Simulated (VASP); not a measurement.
# ScAgTe2 (R-3m) in VASP: settings compared

The runs below take ScAgTe2 through single point, with PBEsol, r2SCAN+rVV10.

Everything below comes from runs of VASP 6.6.1. Logs are shortened: lines on timing, memory, paths and dates and some standing lists are left out, and cuts for length are marked.

### Step 1. The cell of the first run

It takes space group R-3m (No. 166, trigonal). Conventional cell: a = 4.153 Å, b = 4.153 Å, c = 20.527 Å, α = 90.00°, β = 90.00°, γ = 120.00°. Within 3.9 Å of Ag (site symmetry -3m) lie 6 Te at 2.96 Å. Within 3.9 Å of Sc (site symmetry -3m) lie 6 Te at 2.93 Å. Te (site symmetry 3m) has 3 Sc at 2.93 Å and 3 Ag at 2.96 Å within 3.9 Å.

### Step 2. Single point, PBEsol

Contents of INCAR:

```
PREC     = Accurate       # precision mode
ENCUT    = 520            # plane-wave cutoff, eV
EDIFF    = 1E-7           # SCF threshold, eV
ISMEAR   = -1             # smearing method
SIGMA    = 0.03           # smearing width, eV
LREAL    = False          # projectors in reciprocal space
LASPH    = True           # aspherical terms in the spheres
NELM     = 100            # most SCF steps
ALGO     = Normal         # electronic algorithm
ISIF     = 2              # what is computed and relaxed
LWAVE    = False          # write WAVECAR
LCHARG   = False          # write CHGCAR
GGA      = PS             # functional
NBANDS   = 25             # bands
```

Contents of KPOINTS:

```
regular mesh
0
Gamma
  6 6 6
```

Contents of POSCAR:

```
ScAgTe2
1.0
    2.0766214778      1.1989379692      6.8422632125
   -2.0766214778      1.1989379692      6.8422632125
    0.0000000000     -2.3978759384      6.8422632125
Ag Sc Te
1 1 2
Direct
    1.0000000000      0.0000000000      0.0000000000
    0.5000000000      0.5000000000      0.5000000000
    0.2484319571      0.2484319571      0.2484319571
    0.7515680429      0.7515680429      0.7515680429
```

Potentials or basis: VASP PAW PBE potentials, release 64 (Ag, Sc_sv, Te).

Run with:

```bash
$ cat potpaw_PBE.64/Ag/POTCAR potpaw_PBE.64/Sc_sv/POTCAR potpaw_PBE.64/Te/POTCAR > POTCAR
$ mpirun -np 1 vasp_std > vasp.out
```

OUTCAR:

```text
PREC = Accurate
   ENCUT = 520
   EDIFF = 1E-7
   ISMEAR = -1
   LREAL = False
   LASPH = True
   NELM = 100
   ISIF = 2
   GGA = PS

 ion  position               nearest neighbor table
   1  0.000  0.000  0.000-   4 2.96   3 2.96   4 2.96   4 2.96   3 2.96   3 2.96
   2  0.500  0.500  0.500-   3 2.93   4 2.93   3 2.93   3 2.93   4 2.93   4 2.93
   3  0.248  0.248  0.248-   2 2.93   2 2.93   2 2.93   1 2.96   1 2.96   1 2.96
   4  0.752  0.752  0.752-   2 2.93   2 2.93   2 2.93   1 2.96   1 2.96   1 2.96

  LATTYP: Found a trigonal (rhomboedric) cell.
 ALAT       =     7.2502672285
 COS(alpha) =     0.8359271770

  Lattice vectors:

 A1 = (   2.0766214778,   1.1989379692,   6.8422632125)
 A2 = (  -2.0766214778,   1.1989379692,   6.8422632125)
 A3 = (   0.0000000000,  -2.3978759384,   6.8422632125)

Analysis of symmetry for initial positions (statically):
=====================================================================
 Subroutine PRICEL returns:
 Original cell was already a primitive cell.

 Routine SETGRP: Setting up the symmetry group for a
 trigonal (rhombohedral) supercell.

 Subroutine GETGRP returns: Found 12 space group operations
 (whereof 12 operations were pure point group operations)
 out of a pool of 12 trial point group operations.

The static configuration has the point symmetry D_3d.

Analysis of symmetry for dynamics (positions and initial velocities):
=====================================================================
 Subroutine PRICEL returns:
 Original cell was already a primitive cell.

 Routine SETGRP: Setting up the symmetry group for a
 trigonal (rhombohedral) supercell.

 Subroutine GETGRP returns: Found 12 space group operations
 (whereof 12 operations were pure point group operations)
 out of a pool of 12 trial point group operations.

The dynamic configuration has the point symmetry D_3d.

 Subroutine INISYM returns: Found 12 space group operations
 (whereof 12 operations are pure point group operations),
 and found     1 'primitive' translations

----------------------------------------------------------------------------------------

                                     Primitive cell

  volume of cell :     102.2128

  direct lattice vectors                    reciprocal lattice vectors
     2.076621478  1.198937969  6.842263212     0.240775705  0.139011918  0.048716824
    -2.076621478  1.198937969  6.842263212    -0.240775705  0.139011918  0.048716824
     0.000000000 -2.397875938  6.842263212     0.000000000 -0.278023836  0.048716824

  length of vectors
     7.250267229  7.250267229  7.250267229     0.282259778  0.282259778  0.282259778

  position of ions in fractional coordinates (direct lattice)
     0.000000000  0.000000000  0.000000000
     0.500000000  0.500000000  0.500000000
     0.248431957  0.248431957  0.248431957
     0.751568043  0.751568043  0.751568043

  ion indices of the primitive-cell ions
   primitive index   ion index
                 1           1
                 2           2
                 3           3
                 4           4

----------------------------------------------------------------------------------------

 KPOINTS: regular mesh

Automatic generation of k-mesh.
 Grid dimensions read from file:
 generate k-points for:    6    6    6

 Generating k-lattice:

  Cartesian coordinates                     Fractional coordinates (reciprocal lattice)
     0.040129284  0.023168653  0.008119471     0.166666667  0.000000000  0.000000000
    -0.040129284  0.023168653  0.008119471     0.000000000  0.166666667  0.000000000
     0.000000000 -0.046337306  0.008119471     0.000000000  0.000000000  0.166666667

  Length of vectors
     0.047043296  0.047043296  0.047043296

  Shift w.r.t. Gamma in fractional coordinates (k-lattice)
     0.000000000  0.000000000  0.000000000

 Subroutine IBZKPT returns following result:
 ===========================================

 Found     32 irreducible k-points:

 Following reciprocal coordinates:
            Coordinates               Weight
  0.000000  0.000000  0.000000      1.000000
  0.166667 -0.000000  0.000000      6.000000
  0.333333  0.000000  0.000000      6.000000
  0.500000  0.000000  0.000000      3.000000
  0.166667  0.166667  0.000000      6.000000
  0.333333  0.166667  0.000000     12.000000
[... 16 lines left out ...]
  0.500000  0.500000  0.166667      6.000000
 -0.333333  0.500000  0.166667     12.000000
 [... further k-points ...]
   k-points           NKPTS =     32   k-points in BZ     NKDIM =     32   number of bands    NBANDS=     25
   number of dos      NEDOS =    301   number of ions     NIONS =      4
   total plane-waves  NPLWV = 157464
   dimension x,y,z NGX =    54 NGY =   54 NGZ =   54
   dimension x,y,z NGXF=   108 NGYF=  108 NGZF=  108
   ions per type =               1   1   2
   NGX,Y,Z   is equivalent  to a cutoff of  12.38, 12.38, 12.38 a.u.
   NGXF,Y,Z  is equivalent  to a cutoff of  24.76, 24.76, 24.76 a.u.
 SYSTEM =  unknown system
   PREC   = accura    normal or accurate (medium, high low for compatibility)
   ISTART =      0    job   : 0-new  1-cont  2-samecut
   ICHARG =      2    charge: 1-file 2-atom 10-const
   ISPIN  =      1    spin polarized calculation?
   LNONCOLLINEAR =      F non collinear calculations
   LSORBIT =      F    spin-orbit coupling
   LASPH  =      T    aspherical Exc in radial PAW
   ENCUT  =  520.0 eV  38.22 Ry    6.18 a.u.  13.48 13.48 13.48*2*pi/ulx,y,z
   NELM   =    100;   NELMIN=  2; NELMDL= -5     # of ELM steps
   EDIFF  = 0.1E-06   stopping-criterion for ELM
   LREAL  =      F    real-space projection
   EDIFFG = 0.1E-05   stopping-criterion for IOM
   NSW    =      0    number of steps for IOM
   IBRION =     -1    ionic relax: 0-MD 1-quasi-New 2-CG
   NFREE  =      0    steps in history (QN), initial steepest desc. (CG)
   ISIF   =      2    stress and relaxation
   ISYM   =      2    0-nonsym 1-usesym 2-fastsym
   POTIM  = 0.5000    time-step for ionic-motion
   TEBEG  =    0.0;   TEEND  =   0.0 temperature during run
   PSTRESS=    0.0 pullay stress
   NELECT =      34.0000    total number of electrons
   NUPDOWN=      -1.0000    fix difference up-down
   EMIN   =  10.00;   EMAX   =-10.00  energy-range for DOS
   EFERMI =   0.00;   METHOD = LEGACY
   ISMEAR =    -1;   SIGMA  =   0.03  broadening in eV -4-tet -1-fermi 0-gaus
   EFERMI_NEDOS =   21; number of points for ismear=-14 and -15
   IALGO  =     38    algorithm
   IMIX   =      4    mixing-type and parameters
     AMIX     =   0.40;   BMIX     =  1.00
     AMIX_MAG =   1.60;   BMIX_MAG =  1.00
  volume/ion in A,a.u.               =      25.55       172.44
  Fermi-wavevector in a.u.,A,eV,Ry     =   1.134313  2.143540 17.506143  1.286665
  Thomas-Fermi vector in A             =   2.271016
   LORBIT       =      0    0 simple, 1 ext, 2 COOP (PROOUT), +10 PAW based schemes
   GGA     = PS    functional components
   LHFCALC =     F    Hartree Fock is set to
   AEXX    =    0.0000 exact exchange contribution
   IVDW    =     0    specifies the selected vdW correction
   LEPSILON=     F    determine dielectric tensor
   LRPA    =     F    only Hartree local field effects (RPA)
 non-spin polarized calculation
  energy-cutoff  :      520.00
  volume of cell :      102.21
 maximum number of plane-waves:      2779
 NGX is ok and might be reduce to    54
   NGX = 27   NGY = 27   NGZ = 27

 number of electron      33.9999998 magnetization

 Free energy of the ion-electron system (eV)
  ---------------------------------------------------
  ext. energy  EPLUGINS =         0.00000000
  ---------------------------------------------------
  free energy    TOTEN  =       -19.74408620 eV

  energy without entropy =      -19.74344588  energy(sigma->0) =      -19.74376604

 E-fermi :   6.5924     XC(G=0): -10.2050

 val. band max:        6.5492730559   @ k =   0.5000   0.5000   0.5000
 cond. band min:       6.6509586059   @ k =   0.5000   0.5000   0.0000
 fundamental gap:      0.1016855500
 Fermi energy:         6.5923955106

 k-point     1 :       0.0000    0.0000    0.0000
  band No.  band energies     occupation
      1     -43.7842      2.00000
      2     -22.5033      2.00000
      3     -22.4796      2.00000
      4     -22.4796      2.00000
      5      -5.8030      2.00000
      6      -4.5886      2.00000
[... 17 lines left out ...]
     24       9.5882      0.00000
     25      11.5120      0.00000

 k-point     2 :       0.1667   -0.0000    0.0000
  band No.  band energies     occupation
      1     -43.7838      2.00000
      2     -22.5014      2.00000
      3     -22.4877      2.00000
      4     -22.4814      2.00000
      5      -5.5771      2.00000
      6      -4.5504      2.00000
[... 17 lines left out ...]
     24      10.6885      0.00000
     25      12.0930      0.00000

 k-point     3 :       0.3333    0.0000    0.0000
  band No.  band energies     occupation
      1     -43.7828      2.00000
      2     -22.5042      2.00000
      3     -22.4973      2.00000
      4     -22.4850      2.00000
      5      -5.0324      2.00000
      6      -4.4725      2.00000
[... 17 lines left out ...]
     24      10.8494      0.00000
     25      11.8915      0.00000

 k-point     4 :       0.5000    0.0000    0.0000
  band No.  band energies     occupation
      1     -43.7824      2.00000
      2     -22.5123      2.00000
      3     -22.4955      2.00000
      4     -22.4868      2.00000
      5      -4.5655      2.00000
      6      -4.5654      2.00000
[... 17 lines left out ...]
     24      10.3021      0.00000
     25      11.9026      0.00000

 k-point     5 :       0.1667    0.1667    0.0000
  band No.  band energies     occupation
      1     -43.7838      2.00000
      2     -22.5014      2.00000
      3     -22.4877      2.00000
      4     -22.4814      2.00000
      5      -5.5559      2.00000
      6      -4.5857      2.00000
[... 17 lines left out ...]
     24      10.5881      0.00000
     25      11.8136      0.00000

 k-point     6 :       0.3333    0.1667    0.0000
  band No.  band energies     occupation
      1     -43.7831      2.00000
      2     -22.4986      2.00000
      3     -22.4984      2.00000
      4     -22.4856      2.00000
      5      -5.1558      2.00000
      6      -4.5308      2.00000
[... 17 lines left out ...]
     24      11.5291      0.00000
     25      11.9636      0.00000
[... 393 lines left out ...]
 k-point    21 :      -0.3333    0.3333    0.1667
  band No.  band energies     occupation
      1     -43.7824      2.00000
      2     -22.5079      2.00000
      3     -22.4957      2.00000
      4     -22.4910      2.00000
      5      -4.6223      2.00000
      6      -4.5069      2.00000
[... 17 lines left out ...]
     24      10.6898      0.00000
     25      11.9002      0.00000

 k-point    22 :      -0.1667    0.3333    0.1667
  band No.  band energies     occupation
      1     -43.7824      2.00000
      2     -22.5079      2.00000
      3     -22.4956      2.00000
      4     -22.4910      2.00000
      5      -4.6702      2.00000
      6      -4.4625      2.00000
[... 17 lines left out ...]
     24      10.3780      0.00000
     25      12.2901      0.00000

 k-point    23 :       0.5000    0.5000    0.1667
  band No.  band energies     occupation
      1     -43.7828      2.00000
      2     -22.5042      2.00000
      3     -22.4974      2.00000
      4     -22.4850      2.00000
      5      -4.8339      2.00000
      6      -4.6955      2.00000
[... 17 lines left out ...]
     24      10.2233      0.00000
     25      11.9972      0.00000

 k-point    24 :      -0.3333    0.5000    0.1667
  band No.  band energies     occupation
      1     -43.7824      2.00000
      2     -22.5079      2.00000
      3     -22.4956      2.00000
      4     -22.4910      2.00000
      5      -4.5773      2.00000
      6      -4.5502      2.00000
[... 17 lines left out ...]
     24      10.3735      0.00000
     25      11.7822      0.00000

 [... further k-points ...]

------------------------ aborting loop because EDIFF is reached ----------------------------------------

  FORCE on cell =-STRESS in cart. coord.  units (eV):
  Direction    XX          YY          ZZ          XY          YZ          ZX
  --------------------------------------------------------------------------------------
  -------------------------------------------------------------------------------------
  Total        0.0385553      0.0385553      0.0418931      0.0000000      0.0000000      0.0000000
  in kB        0.6043518      0.6043518      0.6566712      0.0000000      0.0000000      0.0000000
  external PRESSURE =       0.6217916 kB  Pullay stress =       0.0000000 kB

 VOLUME and BASIS-vectors are now :
 -----------------------------------------------------------------------------
  energy-cutoff  :      520.00
  volume of cell :      102.21
      direct lattice vectors                 reciprocal lattice vectors
     2.076621478  1.198937969  6.842263212     0.240775705  0.139011918  0.048716824
    -2.076621478  1.198937969  6.842263212    -0.240775705  0.139011918  0.048716824
     0.000000000 -2.397875938  6.842263212     0.000000000 -0.278023836  0.048716824

 POSITION                                       TOTAL-FORCE (eV/Angst)
 -----------------------------------------------------------------------------------
      0.00000      0.00000      0.00000        -0.000000     -0.000000      0.000000
      0.00000      0.00000     10.26339         0.000000      0.000000      0.000000
      0.00000      0.00000      5.09951        -0.000000     -0.000000      0.021701
      0.00000      0.00000     15.42728        -0.000000      0.000000     -0.021701
 -----------------------------------------------------------------------------------
    total drift:                                0.000000      0.000000      0.000000

  FREE ENERGIE OF THE ION-ELECTRON SYSTEM (eV)
  ---------------------------------------------------
  free  energy   TOTEN  =       -19.7440861978 eV

  energy  without entropy=      -19.7434458837  energy(sigma->0) =      -19.74376604
```

Wall time 7.6 min (1 thread of Oxide Virtual Turin-like, shared host); peak memory 0.39 GiB.

What came out:

```
Free energy            : -19.7441 eV
Pressure               : 0.1 GPa
Largest force          : 0.022 eV/Å
Band gap on the k mesh : 0.10 eV (least direct gap 0.70 eV)
```

Forces in eV/Å, atoms in the order of the input:
```
Ag   0.000  0.000  0.000
Sc   0.000  0.000  0.000
Te   0.000  0.000  0.022
Te   0.000  0.000 -0.022
```

Caveat: the PAW data sets were made with another functional, which shifts forces and pressure a little; spin-orbit coupling is left out, which moves the levels of the heavy elements. A k mesh can miss the band edges.

[end of part 1 of 2]
